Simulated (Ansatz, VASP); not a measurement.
**Pb: VASP beside Ansatz**

```xyz
1
Lattice="0.0000 2.4398 2.4398 2.4398 0.0000 2.4398 2.4398 2.4398 0.0000" Properties=species:S:1:pos:R:3 pbc="T T T"
Pb    0.0000    0.0000    0.0000
```

Alike in both runs: functional LDA; k mesh 15 × 15 × 15; occupations fermi-dirac, width 0.05 eV; no spin polarisation.

Ansatz relaxed the structure, and its values are those at the end. VASP's run is a single point on that final structure, the one shown.

|  | VASP | Ansatz |
| --- | --- | --- |
| version | VASP 6.6.1 | Ansatz 0.2.0 |
| potentials or method | VASP PAW LDA potentials, release 64 (Pb_d) | PAW with Ansatz's default frozen-core files, scalar-relativistic |
| plane-wave cutoff (eV) | 500 | 420 |
| valence electrons in the cell | 14 | 14 |

|  | VASP | Ansatz | Ansatz less VASP |
| --- | --- | --- | --- |
| pressure (GPa) | 0.0 | 0.0 | -0.06 |

LDA's correlation is that of Perdew and Zunger in VASP and of Perdew and Wang (1992) in Ansatz.

Spin-orbit coupling is off throughout.
